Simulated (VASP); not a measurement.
BP:

```
CELL_PARAMETERS angstrom
0.00000 2.26900 2.26900
2.26900 0.00000 2.26900
2.26900 2.26900 0.00000
ATOMIC_POSITIONS crystal
P 0.75000 0.75000 0.75000
B 0.00000 0.00000 0.00000
```

```yaml
Program: VASP 6.6.1
Task: relaxation of cell and atoms
Functional: BLYP
Dispersion: D3(BJ)
Potentials_or_basis: VASP PAW PBE potentials, release 64 (P, B)
Cutoff: 600 eV
k_mesh: 10 × 10 × 10
Occupations: fermi-dirac, width 0.05 eV
Spin: no spin polarisation
```

At the start: pressure -3.6 GPa; volume 11.68 Å³/atom.

Problem. Where does the relaxation end?

Solution. Over 3 steps the energy falls by 3.0 meV/atom and the volume is 11.42 Å³/atom (-2.2 %); space group F-43m (No. 216, to 0.05 Å).

The path:
| step | energy change (eV) | largest force (eV/Å) | pressure (GPa) | volume (Å³) |
| --- | --- | --- | --- | --- |
| 1 | 0.0000 | 0.0000 | -3.61 | 23.36 |
| 2 | -0.0029 | 0.0000 | 2.73 | 22.48 |
| 3 | -0.0060 | 0.0000 | 0.00 | 22.84 |

Final structure:
```
P B
1.0
     0.00000    2.25205    2.25205
     2.25205    0.00000    2.25205
     2.25205    2.25205    0.00000
P B
1 1
Cartesian
  3.3781 3.3781 3.3781
  0.0000 0.0000 0.0000
```

Caveat: the PAW data sets were made with another functional, which shifts forces and pressure a little.
